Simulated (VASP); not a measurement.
# Si (C2) in VASP: single point with PBE

Aim: the single point of Si with PBE.

Everything below comes from runs of VASP 6.6.1. Logs are shortened: lines on timing, memory, paths and dates and some standing lists are left out, and cuts for length are marked.

## Step 1: The cell of the first run

It takes space group C2 (No. 5, monoclinic). The conventional cell has a = 14.068 Å, b = 3.912 Å, c = 6.216 Å, α = 90.00°, β = 96.63°, γ = 90.00°. Si (site symmetry 1) has 4 Si at 2.34 to 2.40 Å within 3.1 Å. Within 3.1 Å of Si (site symmetry 1) lie 4 Si at 2.38 to 2.45 Å. Within 3.1 Å of Si (site symmetry 1) lie 4 Si at 2.31 to 2.40 Å. Si (site symmetry 1) has 4 Si at 2.31 to 2.45 Å within 3.1 Å.

## Step 2: Single point, PBE (atoms displaced along a vibrational mode, the cell strained)

Input file INCAR:

```
SYSTEM = Si
ALGO     = Normal         ! electronic algorithm
EDIFF    = 1E-6           ! SCF threshold, eV
ENCUT    = 520            ! plane-wave cutoff, eV
GGA      = PE             ! functional
ISIF     = 2              ! what is computed and relaxed
ISMEAR   = 0              ! smearing method
LASPH    = .True.         ! aspherical terms in the spheres
LCHARG   = .False.        ! write CHGCAR
LREAL    = .False.        ! projectors in reciprocal space
LWAVE    = .False.        ! write WAVECAR
NBANDS   = 26             ! bands
NELM     = 80             ! most SCF steps
PREC     = Accurate       ! precision mode
SIGMA    = 0.03           ! smearing width, eV
```

Input file KPOINTS:

```
k-points
0
Gamma
  10 10 6
  0 0 0
```

Input file POSCAR:

```
Si
1.0
    7.0339052071     -1.9559643326      0.0238396596
    7.0339052071      1.9559643326      0.0238396596
   -0.7382917970      0.0000000000      6.1723077119
Si
8
Direct
    0.0298360656      0.0814882674      0.8741221558
    0.9185117326      0.9701639344      0.1258778442
    0.5306181132      0.5878424582      0.6536328742
    0.4121575418      0.4693818868      0.3463671258
    0.2850964810      0.1406906372      0.0570686657
    0.8593093628      0.7149035190      0.9429313343
    0.7092611211      0.7447904181      0.5855965457
    0.2552095819      0.2907388789      0.4144034543
```

Potentials or basis: VASP PAW PBE potentials, release 64 (Si).

On the command line:

```bash
> cat potpaw_PBE.64/Si/POTCAR > POTCAR
> mpirun -np 1 vasp_std > vasp.out
```

OUTCAR:

```text
SYSTEM = Si
   EDIFF = 1E-6
   ENCUT = 520
   GGA = PE
   ISIF = 2
   ISMEAR = 0
   LASPH = .True.
   LREAL = .False.
   NELM = 80
   PREC = Accurate

 ion  position               nearest neighbor table
   1  0.030  0.081  0.874-   2 2.34   3 2.38   5 2.40   3 2.40
   2  0.919  0.970  0.126-   1 2.34   4 2.38   6 2.40   4 2.40
   3  0.531  0.588  0.654-   1 2.38   4 2.39   1 2.40   7 2.45
   4  0.412  0.469  0.346-   2 2.38   3 2.39   2 2.40   8 2.45
   5  0.285  0.141  0.057-   8 2.31   6 2.36   6 2.36   1 2.40
   6  0.859  0.715  0.943-   7 2.31   5 2.36   5 2.36   2 2.40
   7  0.709  0.745  0.586-   6 2.31   8 2.35   8 2.35   3 2.45
   8  0.255  0.291  0.414-   5 2.31   7 2.35   7 2.35   4 2.45

  LATTYP: Found a base centered monoclinic cell.
 ALAT       =    14.0678912125
 B/A-ratio  =     0.2780749869
 C/A-ratio  =     0.4418790040
 COS(beta)  =    -0.1154010459

  Lattice vectors:

 A1 = (   7.0339052071,  -1.9559643326,   0.0238396596)
 A2 = (   7.0339052071,   1.9559643326,   0.0238396596)
 A3 = (  -0.7382917970,   0.0000000000,   6.1723077119)

Analysis of symmetry for initial positions (statically):
=====================================================================
 Subroutine PRICEL returns:
 Original cell was already a primitive cell.

 Routine SETGRP: Setting up the symmetry group for a
 base centered monoclinic supercell.

 Subroutine GETGRP returns: Found  2 space group operations
 (whereof  2 operations were pure point group operations)
 out of a pool of  4 trial point group operations.

The static configuration has the point symmetry C_2 .

Analysis of symmetry for dynamics (positions and initial velocities):
=====================================================================
 Subroutine PRICEL returns:
 Original cell was already a primitive cell.

 Routine SETGRP: Setting up the symmetry group for a
 base centered monoclinic supercell.

 Subroutine GETGRP returns: Found  2 space group operations
 (whereof  2 operations were pure point group operations)
 out of a pool of  4 trial point group operations.

The dynamic configuration has the point symmetry C_2 .

 Subroutine INISYM returns: Found  2 space group operations
 (whereof  2 operations are pure point group operations),
[... 108 lines left out ...]
   EDIFF  = 0.1E-05   stopping-criterion for ELM
   LREAL  =      F    real-space projection
   EDIFFG = 0.1E-04   stopping-criterion for IOM
   NSW    =      0    number of steps for IOM
   IBRION =     -1    ionic relax: 0-MD 1-quasi-New 2-CG
   NFREE  =      0    steps in history (QN), initial steepest desc. (CG)
   ISIF   =      2    stress and relaxation
   ISYM   =      2    0-nonsym 1-usesym 2-fastsym
   POTIM  = 0.5000    time-step for ionic-motion
   TEBEG  =    0.0;   TEEND  =   0.0 temperature during run
   PSTRESS=    0.0 pullay stress
   NELECT =      32.0000    total number of electrons
   NUPDOWN=      -1.0000    fix difference up-down
   EMIN   =  10.00;   EMAX   =-10.00  energy-range for DOS
   EFERMI =   0.00;   METHOD = LEGACY
   ISMEAR =     0;   SIGMA  =   0.03  broadening in eV -4-tet -1-fermi 0-gaus
   EFERMI_NEDOS =   21; number of points for ismear=-14 and -15
   IALGO  =     38    algorithm
   IMIX   =      4    mixing-type and parameters
     AMIX     =   0.40;   BMIX     =  1.00
     AMIX_MAG =   1.60;   BMIX_MAG =  1.00
  volume/ion in A,a.u.               =      21.24       143.32
  Fermi-wavevector in a.u.,A,eV,Ry     =   0.938400  1.773318 11.981206  0.880594
  Thomas-Fermi vector in A             =   2.065607
   LORBIT       =      0    0 simple, 1 ext, 2 COOP (PROOUT), +10 PAW based schemes
   GGA     = PE    functional components
   LHFCALC =     F    Hartree Fock is set to
   AEXX    =    0.0000 exact exchange contribution
   IVDW    =     0    specifies the selected vdW correction
   LEPSILON=     F    determine dielectric tensor
   LRPA    =     F    only Hartree local field effects (RPA)
 non-spin polarized calculation
 Gauss-broadening in eV      SIGMA  =   0.03
  energy-cutoff  :      520.00
  volume of cell :      169.91
 maximum number of plane-waves:      4605
   NGX = 27   NGY = 27   NGZ = 23

 number of electron      31.9999998 magnetization

 Free energy of the ion-electron system (eV)
  ---------------------------------------------------
  ext. energy  EPLUGINS =         0.00000000
  ---------------------------------------------------
  free energy    TOTEN  =       -42.67580239 eV

  energy without entropy =      -42.67580239  energy(sigma->0) =      -42.67580239

 E-fermi :   5.7009     XC(G=0):  -9.1073

 val. band max:        5.5408357480   @ k =   0.0000   0.0000   0.0000
 cond. band min:       5.8589310721   @ k =   0.5000   0.5000   0.5000
 fundamental gap:      0.3180953242
 Fermi energy:         5.7008575907

 k-point     1 :       0.0000    0.0000    0.0000
  band No.  band energies     occupation
      1      -6.6213      2.00000
      2      -4.5005      2.00000
      3      -4.1379      2.00000
      4      -3.4678      2.00000
      5      -1.7589      2.00000
      6      -1.2567      2.00000
[... 685 lines left out ...]
     25       9.0562      0.00000
     26       9.2156      0.00000

 [... further k-points ...]

------------------------ aborting loop because EDIFF is reached ----------------------------------------

  FORCE on cell =-STRESS in cart. coord.  units (eV):
  Direction    XX          YY          ZZ          XY          YZ          ZX
  --------------------------------------------------------------------------------------
  -------------------------------------------------------------------------------------
  Total       -2.3858116     -1.9513514      2.4912363      0.0000000      0.0000000     -0.7341270
  in kB      -22.4975740    -18.4007291     23.4917013      0.0000000      0.0000000     -6.9226241
  external PRESSURE =      -5.8022006 kB  Pullay stress =       0.0000000 kB

 VOLUME and BASIS-vectors are now :
 -----------------------------------------------------------------------------
  energy-cutoff  :      520.00
  volume of cell :      169.91
      direct lattice vectors                 reciprocal lattice vectors
     7.033905207 -1.955964333  0.023839660     0.071055462 -0.255628383  0.008499198
     7.033905207  1.955964333  0.023839660     0.071055462  0.255628383  0.008499198
    -0.738291797  0.000000000  6.172307712    -0.000548883  0.000000000  0.161948304

 POSITION                                       TOTAL-FORCE (eV/Angst)
 -----------------------------------------------------------------------------------
      0.13769      0.10103      5.39800         0.362347     -0.151014      0.107246
     13.19183      0.10103      0.82198        -0.362347     -0.151014     -0.107246
      7.38457      0.11193      4.06109         0.212609     -0.131954     -0.033041
      5.94494      0.11193      2.15890        -0.212609     -0.131954      0.033041
      2.95281     -0.28245      0.36240        -0.202462      0.336843     -0.146352
     10.37671     -0.28245      5.85759         0.202462      0.336843      0.146352
      9.79532      0.06949      3.64915        -0.130584     -0.053876     -0.131610
      3.53420      0.06949      2.57084         0.130584     -0.053876      0.131610
 -----------------------------------------------------------------------------------
    total drift:                                0.000000      0.000022      0.000000

  FREE ENERGIE OF THE ION-ELECTRON SYSTEM (eV)
  ---------------------------------------------------
  free  energy   TOTEN  =       -42.6758023930 eV

  energy  without entropy=      -42.6758023930  energy(sigma->0) =      -42.67580239
```

Wall time 35 min (1 thread of Intel Xeon 8259CL, shared host); peak memory 0.7 GiB.

What came out:

- Free energy: -42.6758 eV
- Pressure: -0.6 GPa
- Largest force: 0.419 eV/Å
- Band gap on the k mesh: 0.32 eV (least direct gap 0.65 eV)

Forces in eV/Å, atoms in the order of the input:
```
Si   0.362 -0.151  0.107
Si  -0.362 -0.151 -0.107
Si   0.213 -0.132 -0.033
Si  -0.213 -0.132  0.033
Si  -0.202  0.337 -0.146
Si   0.202  0.337  0.146
Si  -0.131 -0.054 -0.132
Si   0.131 -0.054  0.132
```

Stress tensor (GPa, compression positive):
```
-2.25  0.00 -0.69
 0.00 -1.84  0.00
-0.69  0.00  2.35
```

Levels at points of the mesh, in eV from the valence-band top:
```
           k point  band 13  band 14  band 15  band 16  band 17  band 18  band 19  band 20
(0.00, 0.00, 0.00)    -1.11    -0.85    -0.71     0.00     0.65     1.13     1.33     1.70
(0.50, 0.00, 0.00)    -2.98    -2.82    -2.28    -1.95     0.76     1.45     1.63     2.46
(0.50, 0.50, 0.00)    -1.52    -1.36    -1.15    -0.28     0.45     1.08     1.89     1.98
(0.00, 0.00, 0.50)    -1.73    -1.54    -1.16    -0.98     0.72     1.07     1.60     2.20
(0.50, 0.00, 0.50)    -2.15    -1.81    -1.72    -1.48     0.97     1.22     1.61     1.72
(0.50, 0.50, 0.50)    -2.01    -1.61    -1.38    -1.19     0.32     1.08     1.12     2.14
```

Caveat: the cell differs from its parent crystal (atoms displaced along a vibrational mode, the cell strained).
